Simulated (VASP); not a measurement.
The system is SiC3.

```
Si C
1.0
     2.67209    0.00000    0.00000
    -1.33605    2.31410    0.00000
     0.00000    0.00000    8.67445
Si C
1 3
Direct
  0.33333 0.66667 0.50000
  0.33333 0.66667 0.00000
  0.66667 0.33333 0.25000
  0.66667 0.33333 0.75000
```

```yaml
Program: VASP 6.6.1
Task: relaxation of cell and atoms
Functional: PBE
Potentials_or_basis: VASP PAW PBE potentials, release 64 (Si, C_h)
Cutoff: 910 eV
k_mesh: 6 × 6 × 2
Occupations: gaussian, width 0.1 eV
Spin: no spin polarisation
```

At the start: pressure -23.8 GPa; volume 13.41 Å³/atom.

Where does the relaxation end?

Over 25 steps the energy falls by 1760.8 meV/atom and the volume is 7.56 Å³/atom (-43.6 %); space group P-6m2 (No. 187, to 0.05 Å).

The path:
```csv
step,energy change (eV),largest force (eV/Å),pressure (GPa),volume (Å³)
1,0.0000,0.1461,-23.80,53.64
2,-1.9572,0.5458,-11.92,39.57
3,-2.2188,0.6812,0.28,35.44
4,-2.2335,0.7008,4.59,34.40
5,-3.0656,1.0973,3.29,32.88
6,-5.8088,1.3863,10.79,29.36
7,9.7391,16.5836,434.06,19.12
8,-6.0111,2.9428,30.86,28.09
9,-6.2366,2.9770,35.73,27.48
10,-3.5362,2.1664,106.83,23.64
11,-6.3223,2.7389,47.40,26.57
12,-6.2853,2.6063,51.62,26.27
13,-6.3846,1.5335,46.54,26.51
14,-6.3855,1.6116,46.75,26.50
15,-6.5591,1.3738,38.35,27.02
16,-6.9022,0.7339,17.35,28.63
17,-6.9769,0.1310,-11.28,32.02
18,-7.0282,0.2917,-2.01,30.71
19,-7.0284,0.3016,-1.33,30.63
20,-7.0305,0.2871,-1.15,30.59
21,-7.0361,0.2314,-0.59,30.47
22,-7.0425,0.0873,0.59,30.23
23,-7.0429,0.0253,1.06,30.14
24,-7.0429,0.0325,1.00,30.15
25,-7.0434,0.0062,0.20,30.24
```

Final structure:
```xyz
4
Lattice="2.7270 0.0000 0.0000 -1.3635 2.3616 0.0000 0.0000 0.0000 4.6962" Properties=species:S:1:pos:R:3 pbc="T T T"
Si    0.0000    1.5744    2.3481
C     0.0000    1.5744    0.0000
C     1.3635    0.7872    1.0465
C     1.3635    0.7872    3.6497
```

Caveat: the k points lie up to 0.67 Å⁻¹ apart in the final cell; the cutoff is under 1.25 times the usual one of these potentials, so pressure, stress and relaxed cells hold a basis-set (Pulay) error; the volume moved by over 15 % at a fixed basis, so the end points are rough.
